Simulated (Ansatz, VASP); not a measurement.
## CoO in VASP and in Ansatz

The input INCAR:

```
SYSTEM = CoO
PREC = Accurate
ENCUT = 700
EDIFF = 1E-6
ISMEAR = 0
SIGMA = 0.05
LREAL = .False.
LASPH = .True.
NELM = 200
ALGO = Normal
ISIF = 2
LWAVE = .False.
LCHARG = .False.
ISPIN = 2
MAGMOM = 3 3 0 0
LORBIT = 11
LMAXMIX = 4
LDAU = .True.
LDAUTYPE = 1
LDAUL = 2 -1
LDAUU = 2 0
LDAUJ = 0.9 0
LDAUPRINT = 1
GGA = CA
NBANDS = 35
GGA_COMPAT = .False.
```

KPOINTS

```
Automatic mesh
0
Gamma
  7 7 7
  0 0 0
```

POSCAR

```
CoO
1.0
    0.0000000000      2.3436418400      2.3436418400
    2.3436418400      0.0000000000      2.3436418400
    4.6872836800      4.6872836800      0.0000000000
Co O
2 2
Direct
    0.0000000000      0.0000000000      0.0000000000
    0.0000000000      0.0000000000      0.5000000000
    0.2500000000      0.2500000000      0.1250000000
    0.2500000000      0.2500000000      0.6250000000
```

Input for Ansatz:

```yaml
crystal:
  lattice:
    - [0.0, 2.34364184, 2.34364184]
    - [2.34364184, 0.0, 2.34364184]
    - [4.68728368, 4.68728368, 0.0]
  atoms:
    - { symbol: Co, position: [0.0, 0.0, 0.0], spin: 3.0 }
    - { symbol: O, position: [0.25, 0.25, 0.125] }
    - { symbol: Co, position: [0.0, 0.0, 0.5], spin: 3.0 }
    - { symbol: O, position: [0.25, 0.25, 0.625] }
basis:
  ecutwfc: 420
  ecutrho_ratio: 4
kpoints:
  mp_grid: { grid: [7, 7, 7] }
hamiltonian:
  xc: lda
  hubbard:
    sites:
      - { site: 0, l: d, u: 2.0, j: 0.9 }
      - { site: 2, l: d, u: 2.0, j: 0.9 }
scf:
  occupations: { method: gaussian, width: 0.05 }
  lower_state_search: "off"
  max_iter: 150
output:
  forces: true
  stress: true
  eigenvalues: true
  populations: true
  hubbard: { sites: [{ site: 0, l: d }, { site: 2, l: d }] }
magnetization:
  spin_polarized: true
```

Alike in both runs: task single point; functional LDA; k mesh 7 × 7 × 7; occupations gaussian, width 0.05 eV; collinear spin; Hubbard terms Co d U = 2.0 eV, J = 0.9 eV.

```csv
,VASP,Ansatz
version,VASP 6.6.1,Ansatz 0.2.0
potentials or method,"VASP PAW LDA potentials, release 64 (Co_sv, O), cutoff 700 eV","scalar-relativistic, plane waves, PAW"
valence electrons in the cell,46,46
```

|  | VASP | Ansatz | Ansatz less VASP |
| --- | --- | --- | --- |
| pressure (GPa) | -19.9 | -18.1 | +1.74 |
| net moment per atom (μB) | 1.49 | 1.50 | +0.006 |
| size of the moment on the site where the two differ most (μB) | 2.49 | 2.42 | -0.074 |

LDA's correlation is that of Perdew and Zunger in VASP and of Perdew and Wang (1992) in Ansatz. Site moments also hang on the region over which each program counts them. The programs project onto different local orbitals, so the same U acts differently, and such runs can settle in different states.
